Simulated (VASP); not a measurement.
Input of a VASP 6.6.1 run:

Contents of POSCAR:

```
Hf
1.0
    3.1110524958      0.0000000000      0.0000000000
   -1.5555262479      2.6942504938      0.0000000000
    0.0000000000      0.0000000000      4.9120619841
Hf
2
Direct
    0.3333333333      0.6666666667      0.2500000000
    0.6666666667      0.3333333333      0.7500000000
```

The input INCAR.step1:

```
  PREC = Accurate
  ENCUT = 520
  ISMEAR = -1
  SIGMA = 0.1
  LREAL = False
  LASPH = True
  NELM = 60
  NBANDS = 17
  GGA = PE
  ALGO = Normal
  EDIFF = 1E-4
  LWAVE = True
  LCHARG = False
```

Contents of INCAR.step2:

```
  PREC = Accurate
  ENCUT = 520
  EDIFF = 1E-6
  ISMEAR = -1
  SIGMA = 0.1
  LREAL = False
  LASPH = True
  NELM = 60
  ALGO = Normal
  ISIF = 2
  LWAVE = False
  LCHARG = False
  METAGGA = R2SCAN
  LMIXTAU = True
  NBANDS = 17
  ISTART = 1
```

Contents of KPOINTS:

```
regular mesh
0
Gamma
  19 19 10
```

Potentials or basis: VASP PAW PBE potentials, release 64 (Hf_pv).

Launch:

```console
$ cat potpaw_PBE.64/Hf_pv/POTCAR > POTCAR
$ cp INCAR.step1 INCAR
$ mpirun -np 1 vasp_std > vasp.out
$ cp INCAR.step2 INCAR
$ mpirun -np 1 vasp_std > vasp.out
```

Predict the pressure.

9.9 GPa.

Estimate the band gap on the k mesh.

zero (bands 10 and 11 overlap by 1.86 eV).

Caveat: the cell stands under pressure; the PAW data sets were made with another functional, which shifts forces and pressure a little; spin-orbit coupling is left out, which moves the levels of the heavy elements.
